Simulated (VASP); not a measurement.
Input of a VASP 6.6.1 run:

INCAR

```
SYSTEM = Au
PREC = Accurate
ENCUT = 520
EDIFF = 1E-6
ISMEAR = -1
SIGMA = 0.05
LREAL = .False.
LASPH = .True.
NELM = 80
ALGO = Normal
ISIF = 2
LWAVE = .False.
LCHARG = .True.
GGA = PS
LELF = .True.
LVHAR = .True.
NBANDS = 12
```

KPOINTS

```
regular mesh
0
Gamma
  11 11 11
  0 0 0
```

POSCAR

```
Au
1.0
    0.0407000000      2.0350000000      2.0350000000
    2.0350000000      0.0407000000      2.0350000000
    2.0757000000      2.0757000000      0.0000000000
Au
1
Direct
    0.0000000000      0.0000000000      0.0000000000
```

Potentials or basis: VASP PAW PBE potentials, release 64 (Au).

Run with:

```bash
$ cat potpaw_PBE.64/Au/POTCAR > POTCAR
$ mpirun -np 1 vasp_std > vasp.out
```

(1) What does it give for the pressure?

## Answers

(1) 1.6 GPa.

Caveat: the PAW data sets were made with another functional, which shifts forces and pressure a little.
